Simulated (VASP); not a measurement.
A run of VASP 6.6.1:

File INCAR:

```
SYSTEM = C
PREC = Accurate ; ENCUT = 520
EDIFF = 1E-7 ; ISMEAR = -1
SIGMA = 0.05 ; LREAL = .FALSE.
LASPH = .TRUE. ; NELM = 100
ALGO = Normal ; ISIF = 2
LWAVE = .FALSE. ; LCHARG = .TRUE.
GGA = PE ; IVDW = 13
LELF = .TRUE. ; LVHAR = .TRUE.
NBANDS = 8
```

Contents of KPOINTS:

```
Automatic mesh
0
G
  6 6 20
  0 0 0
```

File POSCAR:

```
C
1.0
    3.2772923921      0.0000000000      0.0000000000
    0.0000000000      3.2772923921      0.0000000000
    0.0000000000      0.0000000000      1.2818533866
C
1
Direct
    0.5000000000      0.5000000000      0.5000000000
```

Potentials or basis: VASP PAW PBE potentials, release 64 (C).

Run with:

```sh
$ cat potpaw_PBE.64/C/POTCAR > POTCAR
$ mpirun -np 1 vasp_std > vasp.out
```

Hardware: 1 thread of Intel(R) Xeon(R) 6975P-C (Granite Rapids) (shared host).

Task: Estimate the wall time of this run.

Result: It took 4 s on 1 thread of Intel(R) Xeon(R) 6975P-C (Granite Rapids), with other jobs on the host, peak memory 0.12 GiB. Counts: scf iterations 13, k points 110.
